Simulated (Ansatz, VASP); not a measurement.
## One calculation of La, two programs

```
CELL_PARAMETERS angstrom
-2.03888 2.03888 2.12383
2.03888 -2.03888 2.12383
2.03888 2.03888 -2.12383
ATOMIC_POSITIONS crystal
La 0.00000 0.00000 0.00000
```

Alike in both runs: functional PBEsol; k mesh 8 × 8 × 8; occupations fermi-dirac, width 0.05 eV; no spin polarisation.

|  | VASP | Ansatz |
| --- | --- | --- |
| version | VASP 6.6.1 | Ansatz 0.2.0 |
| potentials or method | VASP PAW PBE potentials, release 64 (La) | Ansatz PAW |
| plane-wave cutoff (eV) | 520 | 420 |
| valence electrons in the cell | 11 | 11 |
| task | single point | band structure |

```csv
,VASP,Ansatz,Ansatz less VASP
gap on the k mesh at the Fermi level (eV),none,none,-
pressure (GPa),-0.5,-0.5,-0.01
"traceless stress, the component that is largest in VASP (GPa)",1.33,1.36,+0.035
```

VASP's potentials were made for PBE, not for PBEsol. A gap of «none» marks a metal or a gap that the smearing closes. With one functional, cell and mesh, what is left measures potentials, basis and numerics.

Spin-orbit coupling is off throughout.
